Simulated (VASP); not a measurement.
# Zr (Fm-3m) in VASP: further runs, part 2 of 2

VASP 6.6.1. The steps go on from the part before.

## Step 3: Single point, PBE

This run uses another cell than the first one, of 24.65 Å³/atom.

The input, INCAR:

```
  ALGO = Normal
  EDIFF = 1E-6
  ENCUT = 500
  GGA = PE
  GGA_COMPAT = False
  ISIF = 2
  ISMEAR = 0
  LASPH = True
  LCHARG = True
  LELF = True
  LREAL = False
  LVHAR = True
  LWAVE = False
  NBANDS = 12
  NELM = 120
  PREC = Accurate
  SIGMA = 0.1
```

The input, KPOINTS:

```
k-points
0
Gamma
  9 9 9
```

The input, POSCAR:

```
Zr
1.0
    0.0000000000      2.3100215654      2.3100215654
    2.3100215654      0.0000000000      2.3100215654
    2.3100215654      2.3100215654      0.0000000000
Zr
1
Direct
    0.0000000000      0.0000000000      0.0000000000
```

Potentials or basis: VASP PAW PBE potentials, release 64 (Zr_sv).

Run with:

```
cat potpaw_PBE.64/Zr_sv/POTCAR > POTCAR
mpirun -np 1 vasp_std > vasp.out
```

OUTCAR:

```text
EDIFF = 1E-6
   ENCUT = 500
   GGA = PE
   ISIF = 2
   ISMEAR = 0
   LASPH = True
   LREAL = False
   NELM = 120
   PREC = Accurate

 ion  position               nearest neighbor table
   1  0.000  0.000  0.000-

  LATTYP: Found a face centered cubic cell.
 ALAT       =     4.6200431308

  Lattice vectors:

 A1 = (   0.0000000000,   2.3100215654,   2.3100215654)
 A2 = (   2.3100215654,   0.0000000000,   2.3100215654)
 A3 = (   2.3100215654,   2.3100215654,   0.0000000000)

Analysis of symmetry for initial positions (statically):
=====================================================================
 Subroutine PRICEL returns:
 Original cell was already a primitive cell.

 Routine SETGRP: Setting up the symmetry group for a
 face centered cubic supercell.

 Subroutine GETGRP returns: Found 48 space group operations
 (whereof 48 operations were pure point group operations)
 out of a pool of 48 trial point group operations.

The static configuration has the point symmetry O_h .

Analysis of symmetry for dynamics (positions and initial velocities):
=====================================================================
 Subroutine PRICEL returns:
[... 167 lines left out ...]
      4     -18.1497      2.00000
      5       2.8201      2.00000
      6       9.2228      0.00000
      7       9.2228      0.00000
      8       9.2228      0.00000
      9      11.4566      0.00000
     10      11.4566      0.00000
     11      18.6441      0.00000
     12      22.5975      0.00000
[... 331 lines left out ...]
 k-point    24 :       0.4444    0.4444    0.0000
  band No.  band energies     occupation
      1     -40.4206      2.00000
      2     -18.8726      2.00000
      3     -18.4248      2.00000
      4     -18.4248      2.00000
      5       5.5473      2.00000
      6       6.3373      2.00000
      7      10.6542      0.00000
      8      13.0379      0.00000
      9      13.2264      0.00000
     10      13.2264      0.00000
     11      18.0701      0.00000
     12      18.0701      0.00000

 [... further k-points ...]

------------------------ aborting loop because EDIFF is reached ----------------------------------------

  FORCE on cell =-STRESS in cart. coord.  units (eV):
  Direction    XX          YY          ZZ          XY          YZ          ZX
  --------------------------------------------------------------------------------------
  -------------------------------------------------------------------------------------
  Total       -0.7268639     -0.7268639     -0.7268639      0.0000000      0.0000000      0.0000000
  in kB      -47.2373540    -47.2373540    -47.2373540      0.0000000      0.0000000      0.0000000
  external PRESSURE =     -47.2373540 kB  Pullay stress =       0.0000000 kB

 VOLUME and BASIS-vectors are now :
 -----------------------------------------------------------------------------
  energy-cutoff  :      500.00
  volume of cell :       24.65
      direct lattice vectors                 reciprocal lattice vectors
     0.000000000  2.310021565  2.310021565    -0.216448196  0.216448196  0.216448196
     2.310021565  0.000000000  2.310021565     0.216448196 -0.216448196  0.216448196
     2.310021565  2.310021565  0.000000000     0.216448196  0.216448196 -0.216448196

 POSITION                                       TOTAL-FORCE (eV/Angst)
 -----------------------------------------------------------------------------------
      0.00000      0.00000      0.00000         0.000000      0.000000     -0.000000
 -----------------------------------------------------------------------------------
    total drift:                                0.000000     -0.000000     -0.000000

  FREE ENERGIE OF THE ION-ELECTRON SYSTEM (eV)
  ---------------------------------------------------
  free  energy   TOTEN  =        -8.4551524710 eV

  energy  without entropy=       -8.4430390508  energy(sigma->0) =       -8.44909576
```

OSZICAR:

```text
N       E                     dE             d eps       ncg     rms          rms(c)
DAV:   1     0.810335893441E+02    0.81034E+02   -0.69108E+03   840   0.971E+02
DAV:   2    -0.602434688106E+01   -0.87058E+02   -0.84994E+02  1016   0.261E+02
DAV:   3    -0.877108600187E+01   -0.27467E+01   -0.27154E+01  1240   0.395E+01
DAV:   4    -0.883570294320E+01   -0.64617E-01   -0.64590E-01   992   0.555E+00
DAV:   5    -0.883733661995E+01   -0.16337E-02   -0.16337E-02  1264   0.682E-01    0.907E+00
DAV:   6    -0.851198086749E+01    0.32536E+00   -0.42104E-01   908   0.592E+00    0.345E+00
DAV:   7    -0.845230446382E+01    0.59676E-01   -0.21282E-01   960   0.400E+00    0.737E-01
DAV:   8    -0.845519467358E+01   -0.28902E-02   -0.12723E-02  1012   0.128E+00    0.119E-01
DAV:   9    -0.845516342332E+01    0.31250E-04   -0.52747E-04  1028   0.211E-01    0.218E-02
DAV:  10    -0.845515512121E+01    0.83021E-05   -0.21145E-05  1000   0.464E-02    0.707E-03
DAV:  11    -0.845515253915E+01    0.25821E-05   -0.11875E-06   820   0.103E-02    0.899E-04
DAV:  12    -0.845515247100E+01    0.68147E-07   -0.14273E-07   524   0.290E-03
   1 F= -.84551525E+01 E0= -.84490958E+01  d E =-.121134E-01
```

Wall time 12 s (1 thread of Intel Xeon Platinum 8375C at 2.90GHz (Ice Lake), shared host); peak memory 0.14 GiB.

What came out:

```
Free energy            : -8.4552 eV
Pressure               : -4.7 GPa
Band gap on the k mesh : zero (bands 6 and 7 overlap by 1.49 eV)
```

Caveat: the cell stands under tension.

## Step 4: Single point, PBE

This run uses another cell than the first one, of 25.23 Å³/atom.

The input, INCAR:

```
SYSTEM = Zr
PREC     = Accurate       ! precision mode
ENCUT    = 500            ! plane-wave cutoff, eV
EDIFF    = 1E-6           ! SCF threshold, eV
ISMEAR   = 0              ! smearing method
SIGMA    = 0.1            ! smearing width, eV
LREAL    = .FALSE.        ! projectors in reciprocal space
LASPH    = .TRUE.         ! aspherical terms in the spheres
NELM     = 120            ! most SCF steps
ALGO     = Normal         ! electronic algorithm
ISIF     = 2              ! what is computed and relaxed
LWAVE    = .FALSE.        ! write WAVECAR
LCHARG   = .TRUE.         ! write CHGCAR
GGA      = PE             ! functional
LELF     = .TRUE.         ! ELF
LVHAR    = .TRUE.       
NBANDS   = 12             ! bands
GGA_COMPAT= .FALSE.
```

The input, KPOINTS:

```
regular mesh
0
G
  9 9 9
  0 0 0
```

The input, POSCAR:

```
Zr
1.0
    0.0000000000      2.3277916604      2.3277916604
    2.3277916604      0.0000000000      2.3277916604
    2.3277916604      2.3277916604      0.0000000000
Zr
1
Direct
    0.0000000000      0.0000000000      0.0000000000
```

Run with:

```
cat potpaw_PBE.64/Zr_sv/POTCAR > POTCAR
mpirun -np 1 vasp_std > vasp.out
```

It took 9.4 s on 1 thread of Intel Xeon Platinum 8375C at 2.90GHz (Ice Lake), shared host; peak memory 0.14 GiB.

It converged, with:

| Item | Value |
| --- | --- |
| Free energy | -8.4354 eV |
| Pressure | -6.4 GPa |
| Band gap on the k mesh | zero (bands 6 and 7 overlap by 1.46 eV) |

Levels at points of the mesh, in eV from the Fermi level:
| k point | band 2 | band 3 | band 4 | band 5 | band 6 | band 7 | band 8 | band 9 | band 10 | band 11 |
| --- | --- | --- | --- | --- | --- | --- | --- | --- | --- | --- |
| (0.00, 0.00, 0.00) | -26.52 | -26.52 | -26.52 | -5.42 | 0.92 | 0.92 | 0.92 | 3.09 | 3.09 | 10.30 |

Caveat: the cell stands under tension.

## Step 5: Summary

| cell | gap on the mesh (eV) | pressure (GPa) |
| --- | --- | --- |
| a = 3.241 Å, angles 60.0°, 1 atom | none | -2.9 |
| a = 3.267 Å, angles 60.0°, 1 atom | none | -4.7 |
| a = 3.292 Å, angles 60.0°, 1 atom | none | -6.4 |

Alike in all rows: task single point; level PBE; potentials or basis VASP PAW PBE potentials, release 64 (Zr_sv); no spin polarisation; k mesh 9 × 9 × 9; cutoff (eV) 500; smearing gaussian 0.1 eV.

Caveats: the cell stands under tension (at least some runs).

Absolute energies hang on the potentials; compare differences alone.
